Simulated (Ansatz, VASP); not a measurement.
Given: the input of a run of Ansatz 0.2.0 on CdSe.

Contents of input.yaml:

```yaml
crystal:
  lattice:
    - [0.0, 2.873958, 2.873958]
    - [2.873958, 0.0, 2.873958]
    - [2.873958, 2.873958, 0.0]
  atoms:
    - { symbol: Cd, position: [0.0, 0.0, 0.0] }
    - { symbol: Se, position: [0.5, 0.5, 0.5] }
hamiltonian:
  xc: revpbe
  pseudopotentials: { kind: paw }
kpoints:
  mp_grid: { grid: [8, 8, 8] }
scf:
  occupations: { method: fermi_dirac, width: 0.05 }
output:
  forces: true
  stress: true
  eigenvalues: true
relax:
  f_tol: 0.01
  max_steps: 40
  cell: { stress_tol: 0.05 }
```

Potentials or basis: Ansatz PAW.

Command:

```bash
$ ansatz run input.yaml --threads 2 --pin off --max-ram 5632MiB --backend cpu --events-out ev --progress --plain --runs-dir out
```

Task: Set up the same calculation for VASP 6.6.1. Potentials there: VASP PAW PBE potentials, release 64 (Cd, Se).

Result: As run (the cutoff follows the program's own potentials):

The input INCAR:

```
SYSTEM = CdSe
ALGO     = Normal         ! electronic algorithm
EDIFF    = 1E-7           ! SCF threshold, eV
EDIFFG   = -0.01          ! ionic threshold
ENCUT    = 600            ! plane-wave cutoff, eV
GGA      = RE             ! functional
IBRION   = 2              ! ionic algorithm
ISIF     = 3              ! what is computed and relaxed
ISMEAR   = -1             ! smearing method
LASPH    = .True.         ! aspherical terms in the spheres
LCHARG   = .False.        ! write CHGCAR
LREAL    = .False.        ! projectors in reciprocal space
LWAVE    = .False.        ! write WAVECAR
NELM     = 80             ! most SCF steps
NSW      = 60             ! ionic steps
PREC     = Accurate       ! precision mode
SIGMA    = 0.05           ! smearing width, eV
```

Contents of KPOINTS:

```
k-points
0
Gamma
  8 8 8
  0 0 0
```

Contents of POSCAR:

```
CdSe
1.0
    0.0000000000      2.8739580000      2.8739580000
    2.8739580000      0.0000000000      2.8739580000
    2.8739580000      2.8739580000      0.0000000000
Cd Se
1 1
Direct
    0.0000000000      0.0000000000      0.0000000000
    0.5000000000      0.5000000000      0.5000000000
```

Potentials or basis: VASP PAW PBE potentials, release 64 (Cd, Se).

Launch:

```bash
$ cat potpaw_PBE.64/Cd/POTCAR potpaw_PBE.64/Se/POTCAR > POTCAR
$ mpirun -np 1 vasp_std > vasp.out
```

Both were run:

|  | VASP | Ansatz | Ansatz less VASP |
| --- | --- | --- | --- |
| gap on the k mesh at the Fermi level, each at its own relaxed structure (eV) | none | none | - |
| relaxed volume (Å³/atom) | 24.39 | 24.30 | -0.091 |
| relaxed cell length with the largest relative difference (Å) | 4.101 | 4.096 | -0.0051 |

VASP's potentials were made for PBE, not for revPBE. A gap of «none» marks a metal or a gap that the smearing closes. VASP's potentials hold 18 valence electrons a cell and Ansatz's 36, so a difference there can come from the potentials and not from the codes.

Noted on Ansatz's run: the plane-wave basis is chosen anew once the cell has moved, so the energies of steps on either side of that aren't comparable.
